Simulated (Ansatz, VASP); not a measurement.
**Lu in VASP and in Ansatz**

File INCAR:

```
  ALGO = Normal
  EDIFF = 1E-7
  EDIFFG = -0.03
  ENCUT = 600
  GGA = PE
  IBRION = 2
  ISIF = 3
  ISMEAR = 0
  LASPH = True
  LCHARG = False
  LREAL = False
  LWAVE = False
  NELM = 100
  NSW = 80
  PREC = Accurate
  SIGMA = 0.05
```

KPOINTS

```
k-points
0
Gamma
  6 6 4
```

POSCAR

```
Lu
1.0
    3.5100000000      0.0000000000      0.0000000000
   -1.7550000000      3.0397491673      0.0000000000
    0.0000000000      0.0000000000      5.5633500000
Lu
2
Direct
    0.3333333333      0.6666666667      0.7500000000
    0.6666666667      0.3333333333      0.2500000000
```

Input for Ansatz:

```yaml
crystal:
  lattice:
    - [3.51, 0.0, 0.0]
    - [-1.755, 3.0397491673, 0.0]
    - [0.0, 0.0, 5.56335]
  atoms:
    - { symbol: Lu, position: [0.3333333333, 0.6666666667, 0.75] }
    - { symbol: Lu, position: [0.6666666667, 0.3333333333, 0.25] }
basis:
  ecutwfc: 420
  ecutrho_ratio: 4
kpoints:
  mp_grid: { grid: [6, 6, 4] }
hamiltonian:
  xc: pbe
scf:
  occupations: { method: gaussian, width: 0.05 }
output:
  forces: true
  stress: true
  eigenvalues: true
relax:
  f_tol: 0.03
  max_steps: 60
  cell: { stress_tol: 0.3 }
```

Alike in both runs: task relaxation of cell and atoms; functional PBE; k mesh 6 × 6 × 4; occupations gaussian, width 0.05 eV; no spin polarisation.

|  | VASP | Ansatz |
| --- | --- | --- |
| version | VASP 6.6.1 | Ansatz 0.2.0 |
| potentials or method | VASP PAW PBE potentials, release 64 (Lu), cutoff 600 eV | scalar-relativistic, plane waves, PAW |
| valence electrons in the cell | 50 | 50 |

|  | VASP | Ansatz | Ansatz less VASP |
| --- | --- | --- | --- |
| gap on the k mesh at the Fermi level, each at its own relaxed structure (eV) | none | none | - |
| relaxed volume (Å³/atom) | 29.18 | 28.96 | -0.219 |
| relaxed cell length with the largest relative difference (Å) | 5.434 | 5.417 | -0.0167 |

A gap of «none» marks a metal or a gap that the smearing closes.

Spin-orbit coupling is off throughout.
